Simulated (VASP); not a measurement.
Here is a VASP 6.6.1 calculation.

INCAR

```
ALGO = Normal
EDIFF = 1E-6
ENCUT = 520
GGA = PE
ISIF = 2
ISMEAR = 0
LASPH = T
LCHARG = T
LELF = T
LREAL = F
LVHAR = T
LWAVE = F
NBANDS = 8
NELM = 100
PREC = Accurate
SIGMA = 0.020999999999999998
```

KPOINTS

```
k-points
0
Gamma
  10 10 10
```

File POSCAR:

```
Sb
1.0
    0.0000000000      2.3712425216      2.3712425216
    2.3712425216      0.0000000000      2.3712425216
    2.3712425216      2.3712425216      0.0000000000
Sb
1
Direct
    0.0000000000      0.0000000000      0.0000000000
```

Potentials or basis: VASP PAW PBE potentials, release 64 (Sb).

Run with:

```console
$ cat potpaw_PBE.64/Sb/POTCAR > POTCAR
$ mpirun -np 1 vasp_std > vasp.out
```

Question: What does it give for the pressure?

Answer: 1.8 GPa.
